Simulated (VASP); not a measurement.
A run of VASP 6.6.1 is set up as follows.

File INCAR:

```
SYSTEM = CdS
  PREC = Accurate
  ENCUT = 520
  EDIFF = 1E-6
  ISMEAR = 0
  SIGMA = 0.01
  LREAL = .FALSE.
  LASPH = .TRUE.
  NELM = 80
  ALGO = Normal
  ISIF = 2
  LWAVE = .FALSE.
  LCHARG = .FALSE.
  GGA = PE
  NBANDS = 16
```

KPOINTS

```
regular mesh
0
G
  6 6 6
  0 0 0
```

The input POSCAR:

```
CdS
1.0
    0.0000000000      2.8637010310      2.8637010310
    2.8637010310      0.0000000000      2.8637010310
    2.8637010310      2.8637010310      0.0000000000
Cd S
1 1
Direct
    0.0000000000      0.0000000000      0.0000000000
    0.2500000000      0.2500000000      0.2500000000
```

Potentials or basis: VASP PAW PBE potentials, release 64 (Cd, S).

Launch:

```bash
$ cat potpaw_PBE.64/Cd/POTCAR potpaw_PBE.64/S/POTCAR > POTCAR
$ mpirun -np 1 vasp_std > vasp.out
```

Question: Estimate the pressure.

Answer: 7.4 GPa.

Question: What does it give for the band gap on the k mesh?

Answer: 1.27 eV, direct.

Expect the measured gap to be larger: semilocal functionals such as PBE lack the derivative discontinuity.
